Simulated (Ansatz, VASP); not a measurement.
**Si3B4 in VASP and in Ansatz**

```
Si B
1.0
     4.83849    0.00000    0.00000
     0.00000    4.83849    0.00000
     0.00000    0.00000    4.83849
Si B
3 4
Direct
  0.50000 0.00000 0.50000
  0.00000 0.50000 0.50000
  0.50000 0.50000 0.00000
  0.65525 0.65525 0.34475
  0.65525 0.34475 0.65525
  0.34475 0.34475 0.34475
  0.34475 0.65525 0.65525
```

Alike in both runs: functional PBE; k mesh 4 × 4 × 4; occupations gaussian, width 0.2 eV; no spin polarisation.

Ansatz relaxed the structure, and its values are those at the end. VASP's run is a single point on that final structure, the one shown.

```csv
,VASP,Ansatz
version,VASP 6.6.1,Ansatz 0.2.0
potentials or method,"VASP PAW PBE potentials, release 64 (Si, B), cutoff 500 eV","scalar-relativistic, plane waves, PAW"
valence electrons in the cell,24,24
```

```csv
,VASP,Ansatz,Ansatz less VASP
gap on the k mesh at the Fermi level (eV),none,none,-
pressure (GPa),0.4,0.4,+0.06
```

A gap of «none» marks a metal or a gap that the smearing closes. The functional is the same, so the differences come from potentials, cutoffs and numerics.
